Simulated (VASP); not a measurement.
# Ag (Im-3m) in VASP: vibrations by perturbation theory with PBEsol

Aim: the vibrations by perturbation theory of Ag with PBEsol.

Program: VASP 6.6.1. These are calculated values, not measurements. Logs are shortened: lines on timing, memory, paths and dates and some standing lists are left out, and cuts for length are marked.

### Step 1. The cell of the first run

The structure is cubic, space group Im-3m (No. 229). Conventional cell: a = 3.311 Å, b = 3.311 Å, c = 3.311 Å, α = 90.00°, β = 90.00°, γ = 90.00°. Ag (site symmetry m-3m) has 14 Ag at 2.87 to 3.31 Å within 3.8 Å.

This isn't the form of Ag at room conditions, which is fcc.

### Step 2. Vibrations by perturbation theory, PBEsol

INCAR reads:

```
ALGO = Normal
EDIFF = 1E-8
ENCUT = 520
GGA = PS
IBRION = 8
ISIF = 2
ISMEAR = 0
LASPH = T
LCHARG = T
LREAL = F
LWAVE = F
NBANDS = 18
NELM = 60
NSW = 1
PREC = Accurate
SIGMA = 0.15
```

KPOINTS reads:

```
k-points
0
Gamma
  18 18 10
```

POSCAR reads:

```
Ag
1.0
   -1.6556540000      1.6556540000      1.6556540000
    1.6556540000     -1.6556540000      1.6556540000
    3.3113080000      3.3113080000      0.0000000000
Ag
2
Direct
    0.0000000000      0.0000000000      0.0000000000
    0.5000000000      0.5000000000      0.5000000000
```

Potentials or basis: VASP PAW PBE potentials, release 64 (Ag).

Run with:

```sh
cat potpaw_PBE.64/Ag/POTCAR > POTCAR
mpirun -np 1 vasp_std > vasp.out
```

OUTCAR:

```text
EDIFF = 1E-8
   ENCUT = 520
   GGA = PS
   IBRION = 8
   ISIF = 2
   ISMEAR = 0
   LASPH = T
   LREAL = F
   NELM = 60
   NSW = 1
   PREC = Accurate

 ion  position               nearest neighbor table
   1  0.000  0.000  0.000-   2 2.87   2 2.87   2 2.87   2 2.87   2 3.31   2 3.31   2 3.31   2 3.31

   2  0.500  0.500  0.500-   1 2.87   1 2.87   1 2.87   1 2.87   1 3.31   1 3.31   1 3.31   1 3.31

  LATTYP: Found a base centered orthorhombic cell.
 ALAT       =     3.3113080000
 B/A-ratio  =     1.4142135624
 C/A-ratio  =     1.4142135624

  Lattice vectors:

 A1 = (  -1.6556540000,   1.6556540000,   1.6556540000)
 A2 = (   1.6556540000,  -1.6556540000,   1.6556540000)
 A3 = (   3.3113080000,   3.3113080000,   0.0000000000)

Analysis of symmetry for initial positions (statically):
=====================================================================
 Subroutine PRICEL returns following result:

  LATTYP: Found a body centered cubic cell.
 ALAT       =     3.3113080000

  Lattice vectors:

 A1 = (  -1.6556540000,   1.6556540000,  -1.6556540000)
 A2 = (  -1.6556540000,  -1.6556540000,   1.6556540000)
 A3 = (   1.6556540000,   1.6556540000,   1.6556540000)

   2 primitive cells build up your supercell.

 Routine SETGRP: Setting up the symmetry group for a
 base centered orthorhombic supercell.

 Subroutine GETGRP returns: Found  8 space group operations
 (whereof  8 operations were pure point group operations)
 out of a pool of  8 trial point group operations.

The static configuration has the point symmetry D_2h.

Analysis of symmetry for dynamics (positions and initial velocities):
=====================================================================
 Subroutine PRICEL returns following result:

  LATTYP: Found a body centered cubic cell.
[... 694 lines left out ...]
    -1.655654000  1.655654000  1.655654000    -0.150997733  0.150997733  0.301995465
     1.655654000 -1.655654000  1.655654000     0.150997733 -0.150997733  0.301995465
     3.311308000  3.311308000  0.000000000     0.150997733  0.150997733  0.000000000

 POSITION                                       TOTAL-FORCE (eV/Angst)
 -----------------------------------------------------------------------------------
      0.00000      0.00000      0.00000        -0.000000      0.000000     -0.000000
      1.65565      1.65565      1.65565         0.000000     -0.000000      0.000000
 -----------------------------------------------------------------------------------
    total drift:                               -0.000000     -0.000000      0.000000

  FREE ENERGIE OF THE ION-ELECTRON SYSTEM (eV)
  ---------------------------------------------------
  free  energy   TOTEN  =        -6.4749818276 eV

  energy  without entropy=       -6.4674756930  energy(sigma->0) =       -6.47122876

[... ionic steps 2 to 3 ...]

--------------------------------------- Ionic step        4  -------------------------------------------

------------------------ aborting loop because EDIFF is reached ----------------------------------------

[... ionic steps 5 to 5 ...]

--------------------------------------- Ionic step        6  -------------------------------------------

 Free energy of the ion-electron system (eV)
  ---------------------------------------------------
  ---------------------------------------------------
  free energy    TOTEN  =        -0.28880421 eV

  energy without entropy =       -0.28880421

------------------------ aborting loop because EDIFF is reached ----------------------------------------

 INTERNAL STRAIN TENSOR  FOR ION    1  DIRECTION 3   (eV/Angst):
 -----------------------------------------------------------------------------
     0.00047 -0.00150  0.00000
    -0.00150  0.00047 -0.00000
     0.00000 -0.00000  0.00188

 INTERNAL STRAIN TENSOR FOR ION    2 for displacements in x,y,z  (eV/Angst):
          X           Y           Z          XY          YZ          ZX
  --------------------------------------------------------------------------------
  x     0.00000     0.00000     0.00000     0.00000     0.00000     0.00000
  y     0.00000     0.00000     0.00000     0.00000     0.00000     0.00000
  z     0.00000     0.00000     0.00000     0.00000     0.00000     0.00000

 SECOND DERIVATIVES (NOT SYMMETRIZED)
 ------------------------------------
               1X          1Y          1Z          2X          2Y          2Z
  1X    -1.881911   -2.041350    0.000000    1.881911    2.041350    0.000000
  1Y    -2.041350   -1.881911    0.000000    2.041350    1.881911    0.000000
  1Z     0.000000    0.000000   -1.826456    0.000000    0.000000    1.826456
  2X     1.881911    2.041350    0.000000   -1.881911   -2.041350    0.000000
  2Y     2.041350    1.881911    0.000000   -2.041350   -1.881911    0.000000
  2Z     0.000000    0.000000    1.826456    0.000000    0.000000   -1.826456

 Eigenvectors and eigenvalues of the dynamical matrix
 ----------------------------------------------------

   1 f  =    4.216412 THz    26.492498 2PiTHz  140.644366 cm-1    17.437671 meV
             X         Y         Z           dx          dy          dz
      0.000000  0.000000  0.000000     0.500000    0.500000    0.000000
      1.655654  1.655654  1.655654    -0.500000   -0.500000    0.000000
[... 11 lines left out ...]
   4 f  =    0.000000 THz     0.000000 2PiTHz    0.000000 cm-1     0.000000 meV
             X         Y         Z           dx          dy          dz
      0.000000  0.000000  0.000000     0.000000    0.000000    0.707107
      1.655654  1.655654  1.655654     0.000000    0.000000    0.707107

   5 f/i=    0.000000 THz     0.000000 2PiTHz    0.000000 cm-1     0.000000 meV
             X         Y         Z           dx          dy          dz
      0.000000  0.000000  0.000000     0.132192   -0.694640    0.000000
      1.655654  1.655654  1.655654     0.132192   -0.694640    0.000000

   6 f/i=    0.849996 THz     5.340685 2PiTHz   28.352831 cm-1     3.515301 meV
             X         Y         Z           dx          dy          dz
      0.000000  0.000000  0.000000     0.500000   -0.500000    0.000000
      1.655654  1.655654  1.655654    -0.500000    0.500000    0.000000

--------------------------------------------------------------------------------------------------------

 ELASTIC MODULI CONTR FROM IONIC RELAXATION (kBar)
 Direction    XX          YY          ZZ          XY          YZ          ZX
 --------------------------------------------------------------------------------
 XX           0.0000      0.0000      0.0000      0.0000      0.0000      0.0000
 YY           0.0000      0.0000      0.0000      0.0000      0.0000      0.0000
 ZZ           0.0000      0.0000      0.0000      0.0000      0.0000      0.0000
 XY           0.0000      0.0000      0.0000      0.0000      0.0000      0.0000
 YZ           0.0000      0.0000      0.0000      0.0000      0.0000      0.0000
 ZX           0.0000      0.0000      0.0000      0.0000      0.0000      0.0000
 --------------------------------------------------------------------------------
```

stdout:

```text
POSCAR found type information on POSCAR Ag
 POSCAR found :  1 types and       2 ions
 scaLAPACK will be used
 -----------------------------------------------------------------------------
|                                                                             |
|                                                                             |
|     You enforced a specific xc type in the INCAR file but a different       |
|     I HOPE YOU KNOW WHAT YOU ARE DOING!                                     |
|                                                                             |
 -----------------------------------------------------------------------------

 LDA part: xc-table for (Slater+PW92), standard interpolation
 POSCAR, INCAR and KPOINTS ok, starting setup
 FFT: planning ... GRIDC
 FFT: planning ... GRID_SOFT
 FFT: planning ... GRID
 WAVECAR not read
 entering main loop
 Linear response reoptimize wavefunctions to high precision
 Linear response DOF=           2
 Linear response progress:
 first order change of Fermi-energy   0.67659E-04
 force on displaced ion       1 direction 1 :  -1.882  -2.041   0.000
 Linear response progress:
 first order change of Fermi-energy   0.41857E-04
 force on displaced ion       1 direction 3 :  -0.000  -0.000  -1.826
 Linear response finished
```

Wall time 31 min (1 thread of Oxide Virtual Turin-like, shared host); peak memory 1 GiB.

Results:

* Highest phonon frequency at Γ: 141 cm⁻¹
* Most unstable mode: 28i cm⁻¹

Phonon frequencies in cm⁻¹ (negative: imaginary):
| q point | frequencies |
| --- | --- |
| (0.000, 0.000, 0.000) | -28 0 0 0 96 141 |

Caveat: the cell stands under pressure or tension, which shifts response properties; some modes are imaginary.
